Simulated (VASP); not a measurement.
A run of VASP 6.6.1 is set up as follows.

File INCAR:

```
SYSTEM = MgO
PREC = Accurate ; ENCUT = 520
EDIFF = 1E-6 ; ISMEAR = 0
SIGMA = 0.05 ; LREAL = .False.
LASPH = .True. ; NELM = 60
ALGO = Normal ; ISIF = 2
LWAVE = .False. ; LCHARG = .False.
GGA = PE ; NBANDS = 11
```

File KPOINTS:

```
regular mesh
0
Gamma
  12 12 8
  0 0 0
```

Contents of POSCAR:

```
MgO
1.0
    3.0258562102      0.0000000000      0.0000000000
   -1.5129281051      2.4678197047      0.0000000000
    0.0000000000      0.0000000000      2.6797873418
Mg O
1 1
Direct
    0.0000000000      0.0000000000      0.0000000000
    0.3333333333      0.6666666667      0.5000000000
```

Potentials or basis: VASP PAW PBE potentials, release 64 (Mg, O).

Run with:

```bash
$ cat potpaw_PBE.64/Mg/POTCAR potpaw_PBE.64/O/POTCAR > POTCAR
$ mpirun -np 1 vasp_std > vasp.out
```

(1) Predict the pressure.

(2) What does it give for the largest force?

Answers

(1) -0.3 GPa.

(2) 0.027 eV/Å.

Caveat: the cell differs from its parent crystal (strain +0.0300 x Voigt [1, -1, 0, 0, 0, 0]).
